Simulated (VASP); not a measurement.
NbC, 2 atoms in the cell. It takes space group Fm-3m (No. 225, cubic). The conventional cell has a = 4.467 Å, b = 4.467 Å, c = 4.467 Å, α = 90.00°, β = 90.00°, γ = 90.00°. Within 3.0 Å of Nb (site symmetry m-3m) lie 6 C at 2.23 Å. Within 3.0 Å of C (site symmetry m-3m) lie 6 Nb at 2.23 Å. 

* Program: VASP 6.6.1
* Task: single point
* Functional: PBE
* Potentials or basis: VASP PAW PBE potentials, release 64 (Nb_sv, C)
* Cutoff: 520 eV
* k mesh: 13 × 13 × 13
* Occupations: fermi-dirac, width 0.1 eV
* Spin: non-collinear spin, typed start, spin-orbit coupling
* Starting moments: [[0.707, 0.707, 0.0], [0.0, 0.0, 0.0]] μB
* Dipole correction: no
* k mesh for the DOS: 20 × 20 × 20
* Occupations for the DOS: tetrahedron
* Further INCAR settings: ALGO = Normal; EDIFF = 1e-06

Potentials or basis: VASP PAW PBE potentials, release 64 (Nb_sv, C).

Launch:

```console
$ cat potpaw_PBE.64/Nb_sv/POTCAR potpaw_PBE.64/C/POTCAR > POTCAR
$ cp INCAR.step1 INCAR
$ cp KPOINTS.step1 KPOINTS
$ mpirun -np 1 vasp_ncl > vasp.out
$ cp INCAR.step2 INCAR
$ cp KPOINTS.step2 KPOINTS
$ mpirun -np 1 vasp_ncl > vasp.out
```

Hardware: 1 thread of Intel(R) Xeon(R) 6975P-C (Granite Rapids), with other jobs on the host.

Problem. Estimate the wall time of this run.

Solution. Wall time 15 min on 1 thread of Intel(R) Xeon(R) 6975P-C (Granite Rapids), on a shared host, peak memory 1.5 GiB. Counts: k points 2112.
